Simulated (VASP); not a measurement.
# SrVO3 (Pm-3m) in VASP: further runs, part 2 of 2

VASP 6.6.1. Earlier steps stand in the parts before.

**3. Single point, r2SCAN+U, collinear spin**

POSCAR

```
SrVO3
1.0
    3.8408994000      0.0000000000      0.0000000000
    0.0000000000      3.8408994000      0.0000000000
    0.0000000000      0.0000000000      3.8408994000
Sr V O
1 1 3
Direct
    0.5000000000      0.5000000000      0.5000000000
    0.0000000000      0.0000000000      0.0000000000
    0.5000000000      0.0000000000      0.0000000000
    0.0000000000      0.5000000000      0.0000000000
    0.0000000000      0.0000000000      0.5000000000
```

INCAR.step1

```
SYSTEM = SrVO3
PREC = Accurate
ENCUT = 520
ISMEAR = 0
SIGMA = 0.05
LREAL = .FALSE.
LASPH = .TRUE.
NELM = 150
ISPIN = 2
MAGMOM = 0 0.91 0.02 -0.07 0.02
LMAXMIX = 4
LDAU = .TRUE.
LDAUTYPE = 2
LDAUL = -1 2 -1
LDAUU = 0 4 0
LDAUJ = 0 0 0
NBANDS = 32
GGA = PE
ALGO = Normal
EDIFF = 1E-4
LWAVE = .TRUE.
LCHARG = .FALSE.
```

INCAR.step2

```
SYSTEM = SrVO3
PREC = Accurate
ENCUT = 520
EDIFF = 1E-6
ISMEAR = 0
SIGMA = 0.05
LREAL = .FALSE.
LASPH = .TRUE.
NELM = 150
ALGO = Normal
ISIF = 2
LWAVE = .FALSE.
LCHARG = .FALSE.
ISPIN = 2
MAGMOM = 0 0.91 0.02 -0.07 0.02
LORBIT = 11
LMAXMIX = 4
LDAU = .TRUE.
LDAUTYPE = 2
LDAUL = -1 2 -1
LDAUU = 0 4 0
LDAUJ = 0 0 0
LDAUPRINT = 1
METAGGA = R2SCAN
LMIXTAU = .TRUE.
NBANDS = 32
ISTART = 1
```

KPOINTS

```
Automatic mesh
0
G
  5 5 5
  0 0 0
```

Potentials or basis: VASP PAW PBE potentials, release 64 (Sr_sv, V_sv, O).

The run is started by

```
cat potpaw_PBE.64/Sr_sv/POTCAR potpaw_PBE.64/V_sv/POTCAR potpaw_PBE.64/O/POTCAR > POTCAR
cp INCAR.step1 INCAR
mpirun -np 1 vasp_std > vasp.out
cp INCAR.step2 INCAR
mpirun -np 1 vasp_std > vasp.out
```

OUTCAR:

```text
SYSTEM = SrVO3
   PREC = Accurate
   ENCUT = 520
   EDIFF = 1E-6
   ISMEAR = 0
   LREAL = .FALSE.
   LASPH = .TRUE.
   NELM = 150
   ISIF = 2
   ISPIN = 2
   LORBIT = 11
   METAGGA = R2SCAN
   ISTART = 1

 ion  position               nearest neighbor table
   1  0.500  0.500  0.500-   3 2.72   4 2.72   5 2.72   3 2.72   4 2.72   3 2.72   5 2.72   3 2.72
                             4 2.72   5 2.72   4 2.72   5 2.72   2 3.33   2 3.33   2 3.33   2 3.33
   2  0.000  0.000  0.000-   3 1.92   4 1.92   5 1.92   5 1.92   4 1.92   3 1.92   1 3.33   1 3.33
                             1 3.33   1 3.33   1 3.33   1 3.33   1 3.33   1 3.33
   3  0.500  0.000  0.000-   2 1.92   2 1.92   1 2.72   1 2.72   1 2.72   1 2.72
   4  0.000  0.500  0.000-   2 1.92   2 1.92   1 2.72   1 2.72   1 2.72   1 2.72
   5  0.000  0.000  0.500-   2 1.92   2 1.92   1 2.72   1 2.72   1 2.72   1 2.72

  LATTYP: Found a simple cubic cell.
 ALAT       =     3.8408994000

  Lattice vectors:

 A1 = (   3.8408994000,   0.0000000000,   0.0000000000)
 A2 = (   0.0000000000,   3.8408994000,   0.0000000000)
 A3 = (   0.0000000000,   0.0000000000,   3.8408994000)

Analysis of symmetry for initial positions (statically):
=====================================================================
 Subroutine PRICEL returns:
 Original cell was already a primitive cell.

 Routine SETGRP: Setting up the symmetry group for a
 simple cubic supercell.

 Subroutine GETGRP returns: Found 48 space group operations
 (whereof 48 operations were pure point group operations)
 out of a pool of 48 trial point group operations.

The static configuration has the point symmetry O_h .

Analysis of symmetry for dynamics (positions and initial velocities):
=====================================================================
 Subroutine PRICEL returns:
 Original cell was already a primitive cell.

 Routine SETGRP: Setting up the symmetry group for a
 simple cubic supercell.

 Subroutine GETGRP returns: Found 48 space group operations
 (whereof 48 operations were pure point group operations)
 out of a pool of 48 trial point group operations.

The dynamic configuration has the point symmetry O_h .

Analysis of structural, dynamic, and magnetic symmetry:
=====================================================================
 Subroutine PRICEL returns:
 Original cell was already a primitive cell.

 Routine SETGRP: Setting up the symmetry group for a
 simple cubic supercell.

 Subroutine GETGRP returns: Found 16 space group operations
 (whereof 16 operations were pure point group operations)
 out of a pool of 48 trial point group operations.

The overall configuration has the point symmetry D_4h.

 Subroutine INISYM returns: Found 16 space group operations
 (whereof 16 operations are pure point group operations),
 and found     1 'primitive' translations

----------------------------------------------------------------------------------------

[... 150 lines left out ...]
 -0.0000  0.0000  0.2764 -0.0000  0.0001
  0.0000  0.0000 -0.0000  0.0885  0.0000
 -0.0000  0.0000  0.0001  0.0000  0.2766

 occupancies and eigenvectors

  o =  0.0885  v =  0.0000  0.0000  0.0000  0.0000  0.0000  0.0000  0.0000 -0.0000 -1.0000  0.0000      0.0000  0.0000  0.0000  0.0000  0.0000  0.0000  0.0000  0.0000  0.0000  0.0000
  o =  0.0896  v =  0.0000  0.0000  0.0000  0.0000  0.0000  0.0000 -1.0000  0.0000 -0.0000  0.0000      0.0000  0.0000  0.0000  0.0000  0.0000  0.0000  0.0000  0.0000  0.0000  0.0000
  o =  0.0896  v =  0.0000  0.0000  0.0000  0.0000  0.0000  1.0000  0.0000  0.0000  0.0000  0.0000      0.0000  0.0000  0.0000  0.0000  0.0000  0.0000  0.0000  0.0000  0.0000  0.0000
  o =  0.2763  v =  0.0000  0.0000  0.0000  0.0000  0.0000  0.0000  0.0000  0.8660 -0.0000 -0.5000      0.0000  0.0000  0.0000  0.0000  0.0000  0.0000  0.0000  0.0000  0.0000  0.0000
  o =  0.2766  v =  0.0000  0.0000  0.0000  0.0000  0.0000  0.0000  0.0000 -0.5000 -0.0000 -0.8660      0.0000  0.0000  0.0000  0.0000  0.0000  0.0000  0.0000  0.0000  0.0000  0.0000
  o =  0.3036  v =  0.0000  0.0000 -0.8660 -0.0000  0.5000  0.0000  0.0000  0.0000  0.0000  0.0000      0.0000  0.0000  0.0000  0.0000  0.0000  0.0000  0.0000  0.0000  0.0000  0.0000
  o =  0.3059  v =  0.0000 -0.0000  0.5000 -0.0000  0.8660  0.0000  0.0000  0.0000  0.0000  0.0000      0.0000  0.0000  0.0000  0.0000  0.0000  0.0000  0.0000  0.0000  0.0000  0.0000
  o =  0.4516  v =  0.0000  1.0000  0.0000  0.0000  0.0000  0.0000  0.0000  0.0000  0.0000  0.0000      0.0000  0.0000  0.0000  0.0000  0.0000  0.0000  0.0000  0.0000  0.0000  0.0000
  o =  0.4516  v =  1.0000  0.0000  0.0000  0.0000  0.0000  0.0000  0.0000  0.0000  0.0000  0.0000      0.0000  0.0000  0.0000  0.0000  0.0000  0.0000  0.0000  0.0000  0.0000  0.0000
  o =  0.4890  v =  0.0000 -0.0000  0.0000  1.0000  0.0000  0.0000  0.0000  0.0000  0.0000  0.0000      0.0000  0.0000  0.0000  0.0000  0.0000  0.0000  0.0000  0.0000  0.0000  0.0000

 number of electron      41.0000017 magnetization       1.0000000

 Free energy of the ion-electron system (eV)
  ---------------------------------------------------
  ext. energy  EPLUGINS =         0.00000000
  ---------------------------------------------------
  free energy    TOTEN  =       -58.70448215 eV

  energy without entropy =      -58.70182563  energy(sigma->0) =      -58.70315389

 E-fermi :   5.6120     XC(G=0): -12.2687

 val. band max:        5.6094719545   @ k =   0.4000   0.2000   0.2000
 cond. band min:       6.0252274925   @ k =   0.4000   0.4000   0.0000
 fundamental gap:      0.4157555381
 Fermi energy:         5.6120014497

 spin component 1

 k-point     1 :       0.0000    0.0000    0.0000
  band No.  band energies     occupation
      1     -63.6003      1.00000
      2     -36.2895      1.00000
      3     -36.2770      1.00000
      4     -36.2770      1.00000
      5     -29.5827      1.00000
      6     -14.6587      1.00000
[... 619 lines left out ...]
     31      16.3143      0.00000
     32      19.6076      0.00000
 Fermi energy:         5.6120014497

 spin component 2

 k-point     1 :       0.0000    0.0000    0.0000
  band No.  band energies     occupation
      1     -61.9915      1.00000
      2     -34.7192      1.00000
      3     -34.6559      1.00000
      4     -34.6558      1.00000
      5     -29.5856      1.00000
      6     -14.7745      1.00000
[... 619 lines left out ...]
     31      16.3637      0.00000
     32      19.6278      0.00000

------------------------ aborting loop because EDIFF is reached ----------------------------------------

  FORCE on cell =-STRESS in cart. coord.  units (eV):
  Direction    XX          YY          ZZ          XY          YZ          ZX
  --------------------------------------------------------------------------------------
  -------------------------------------------------------------------------------------
  Total        1.8447916      1.7480670      1.8447916      0.0000000      0.0000000     -0.0000000
  in kB       52.1625839     49.4276375     52.1625839      0.0000000      0.0000000     -0.0000000
  external PRESSURE =      51.2509351 kB  Pullay stress =       0.0000000 kB

 VOLUME and BASIS-vectors are now :
 -----------------------------------------------------------------------------
  energy-cutoff  :      520.00
  volume of cell :       56.66
      direct lattice vectors                 reciprocal lattice vectors
     3.840899400  0.000000000  0.000000000     0.260355686  0.000000000  0.000000000
     0.000000000  3.840899400  0.000000000     0.000000000  0.260355686  0.000000000
     0.000000000  0.000000000  3.840899400     0.000000000  0.000000000  0.260355686

 POSITION                                       TOTAL-FORCE (eV/Angst)
 -----------------------------------------------------------------------------------
      1.92045      1.92045      1.92045         0.000000      0.000000      0.000000
      0.00000      0.00000      0.00000         0.000000      0.000000      0.000000
      1.92045      0.00000      0.00000         0.000000      0.000000      0.000000
      0.00000      1.92045      0.00000         0.000000      0.000000      0.000000
      0.00000      0.00000      1.92045         0.000000      0.000000      0.000000
 -----------------------------------------------------------------------------------
    total drift:                               -0.000000     -0.000000      0.000000

  FREE ENERGIE OF THE ION-ELECTRON SYSTEM (eV)
  ---------------------------------------------------
  free  energy   TOTEN  =       -58.7044821549 eV

  energy  without entropy=      -58.7018256274  energy(sigma->0) =      -58.70315389

 total charge

# of ion       s       p       d       tot
------------------------------------------
    1        2.000   5.892   0.203   8.095
    2        2.284   6.354   2.787  11.426
    3        1.568   3.531   0.000   5.099
    4        1.568   3.532   0.000   5.100
    5        1.568   3.531   0.000   5.099
--------------------------------------------------
tot          8.989  22.840   2.991  34.820

 magnetization (x)

# of ion       s       p       d       tot
------------------------------------------
    1       -0.000  -0.002   0.002  -0.000
    2        0.011   0.013   1.178   1.202
    3       -0.002  -0.078   0.000  -0.081
    4       -0.002  -0.078   0.000  -0.081
    5       -0.002  -0.078   0.000  -0.081
--------------------------------------------------
tot          0.004  -0.224   1.180   0.960
```

Wall time 3.1 min (1 thread of AMD EPYC 7R13 (Zen 3), shared host); peak memory 0.2 GiB.

What came out:

* Free energy: -58.7045 eV
* Pressure: 5.1 GPa
* Band gap on the k mesh: zero (filled and empty bands overlap)
* Net moment: 1.00 μB per cell
* Site moments: Sr -0.00; V +1.20; O -0.08 μB
* Valence electrons inside the program's atomic spheres: Sr 8.10; V 11.43; O 5.10

Levels at points of the mesh, in eV from the Fermi level:
Spin up:
| k point | band 17 | band 18 | band 19 | band 20 | band 21 | band 22 | band 23 | band 24 | band 25 | band 26 |
| --- | --- | --- | --- | --- | --- | --- | --- | --- | --- | --- |
| (0.00, 0.00, 0.00) | -2.73 | -1.90 | -1.89 | -1.89 | -1.56 | -1.39 | -1.39 | 1.93 | 2.00 | 4.57 |
Spin down:
| k point | band 16 | band 17 | band 18 | band 19 | band 20 | band 21 | band 22 | band 23 | band 24 | band 25 |
| --- | --- | --- | --- | --- | --- | --- | --- | --- | --- | --- |
| (0.00, 0.00, 0.00) | -2.92 | -2.92 | -2.07 | -2.06 | -2.06 | 1.70 | 1.70 | 1.76 | 2.77 | 2.79 |

Eigenvalues of the final occupation matrices:
```csv
site,spin,trace,eigenvalues
site 2 d,1,2.00,0.30 0.31 0.45 0.45 0.49
site 2 d,2,0.82,0.09 0.09 0.09 0.28 0.28
```

Caveat: the cell stands under pressure; the PAW data sets were made with another functional, which shifts forces and pressure a little.

**4. Single point, r2SCAN+U, collinear spin**

POSCAR is that of step 3.

INCAR.step1

```
  PREC = Accurate
  ENCUT = 520
  ISMEAR = 0
  SIGMA = 0.05
  LREAL = F
  LASPH = T
  NELM = 150
  ISPIN = 2
  MAGMOM = 0 0.91 0.02 -0.07 0.02
  LMAXMIX = 4
  LDAU = T
  LDAUTYPE = 2
  LDAUL = -1 2 -1
  LDAUU = 0 4 0
  LDAUJ = 0 0 0
  NBANDS = 32
  GGA = PE
  ALGO = Normal
  EDIFF = 1E-4
  LWAVE = T
  LCHARG = F
```

INCAR.step2

```
  PREC = Accurate
  ENCUT = 520
  EDIFF = 1E-6
  ISMEAR = 0
  SIGMA = 0.05
  LREAL = F
  LASPH = T
  NELM = 150
  ALGO = Normal
  ISIF = 2
  LWAVE = F
  LCHARG = F
  ISPIN = 2
  MAGMOM = 0 0.91 0.02 -0.07 0.02
  LORBIT = 11
  LMAXMIX = 4
  LDAU = T
  LDAUTYPE = 2
  LDAUL = -1 2 -1
  LDAUU = 0 4 0
  LDAUJ = 0 0 0
  LDAUPRINT = 1
  METAGGA = R2SCAN
  LMIXTAU = T
  NBANDS = 32
  ISTART = 1
```

KPOINTS

```
regular mesh
0
Gamma
  5 5 5
```

The run is started by

```
cat potpaw_PBE.64/Sr_sv/POTCAR potpaw_PBE.64/V_sv/POTCAR potpaw_PBE.64/O/POTCAR > POTCAR
cp INCAR.step1 INCAR
mpirun -np 1 vasp_std > vasp.out
cp INCAR.step2 INCAR
mpirun -np 1 vasp_std > vasp.out
```

Wall time 3.1 min (1 thread of AMD EPYC 7R13 (Zen 3), shared host); peak memory 0.2 GiB.

Results (log left out):

- Free energy: -58.7045 eV
- Pressure: 5.1 GPa
- Band gap on the k mesh: zero (filled and empty bands overlap)
- Net moment: 1.00 μB per cell
- Site moments: Sr -0.00; V +1.20; O -0.08 μB
- Valence electrons inside the program's atomic spheres: Sr 8.10; V 11.43; O 5.10

Stress tensor (GPa, compression positive):
```
5.22 0.00 0.00
0.00 4.94 0.00
0.00 0.00 5.22
```

Levels at points of the mesh, in eV from the Fermi level:
Spin up:
| k point | band 17 | band 18 | band 19 | band 20 | band 21 | band 22 | band 23 | band 24 | band 25 | band 26 |
| --- | --- | --- | --- | --- | --- | --- | --- | --- | --- | --- |
| (0.00, 0.00, 0.00) | -2.73 | -1.90 | -1.89 | -1.89 | -1.56 | -1.39 | -1.39 | 1.93 | 2.00 | 4.57 |
Spin down:
```csv
k point,band 18,band 19,band 20,band 21,band 22,band 23
"(0.00, 0.00, 0.00)",-2.07,-2.06,-2.06,1.70,1.70,1.76
```

Eigenvalues of the final occupation matrices:
```tsv
site	spin	trace	eigenvalues
site 2 d	1	2.00	0.30 0.31 0.45 0.45 0.49
site 2 d	2	0.82	0.09 0.09 0.09 0.28 0.28
```

Caveat: the cell stands under pressure; the PAW data sets were made with another functional, which shifts forces and pressure a little.

**5. Single point, r2SCAN+U, collinear spin**

POSCAR is that of step 4.

INCAR.step1

```
SYSTEM = SrVO3
ALGO     = Normal         ! electronic algorithm
EDIFF    = 1E-4           ! SCF threshold, eV
ENCUT    = 520            ! plane-wave cutoff, eV
GGA      = PE             ! functional
ISMEAR   = 0              ! smearing method
ISPIN    = 2              ! spin polarisation
LASPH    = .TRUE.         ! aspherical terms in the spheres
LCHARG   = .FALSE.        ! write CHGCAR
LDAU     = .TRUE.         ! DFT+U
LDAUJ    = 0 0 0        
LDAUL    = -1 2 -1        ! shell
LDAUTYPE = 2            
LDAUU    = 0 4 0          ! U, eV
LMAXMIX  = 4              ! l up to which the mixer works
LREAL    = .FALSE.        ! projectors in reciprocal space
LWAVE    = .TRUE.         ! write WAVECAR
MAGMOM   = 0 0.92 -0.04 0.02 -0.04 ! initial moments
NBANDS   = 32             ! bands
NELM     = 150            ! most SCF steps
PREC     = Accurate       ! precision mode
SIGMA    = 0.05           ! smearing width, eV
```

INCAR.step2

```
SYSTEM = SrVO3
ALGO     = Normal         ! electronic algorithm
EDIFF    = 1E-6           ! SCF threshold, eV
ENCUT    = 520            ! plane-wave cutoff, eV
ISIF     = 2              ! what is computed and relaxed
ISMEAR   = 0              ! smearing method
ISPIN    = 2              ! spin polarisation
ISTART   = 1            
LASPH    = .TRUE.         ! aspherical terms in the spheres
LCHARG   = .FALSE.        ! write CHGCAR
LDAU     = .TRUE.         ! DFT+U
LDAUJ    = 0 0 0        
LDAUL    = -1 2 -1        ! shell
LDAUPRINT= 1            
LDAUTYPE = 2            
LDAUU    = 0 4 0          ! U, eV
LMAXMIX  = 4              ! l up to which the mixer works
LMIXTAU  = .TRUE.       
LORBIT   = 11             ! projections on sites
LREAL    = .FALSE.        ! projectors in reciprocal space
LWAVE    = .FALSE.        ! write WAVECAR
MAGMOM   = 0 0.92 -0.04 0.02 -0.04 ! initial moments
METAGGA  = R2SCAN         ! meta-GGA
NBANDS   = 32             ! bands
NELM     = 150            ! most SCF steps
PREC     = Accurate       ! precision mode
SIGMA    = 0.05           ! smearing width, eV
```

KPOINTS

```
k-points
0
G
  5 5 5
  0 0 0
```

The run is started by

```
cat potpaw_PBE.64/Sr_sv/POTCAR potpaw_PBE.64/V_sv/POTCAR potpaw_PBE.64/O/POTCAR > POTCAR
cp INCAR.step1 INCAR
mpirun -np 1 vasp_std > vasp.out
cp INCAR.step2 INCAR
mpirun -np 1 vasp_std > vasp.out
```

Wall time 3 min (1 thread of AMD EPYC 7R13 (Zen 3), shared host); peak memory 0.2 GiB.

The run converged, but its numbers aren't listed here, since they failed a check.

Caveat: the result breaks the symmetry of the cell; the cell stands under pressure; the PAW data sets were made with another functional, which shifts forces and pressure a little.

The gap in the log of VASP goes by the Fermi energy; the results here count the filled bands.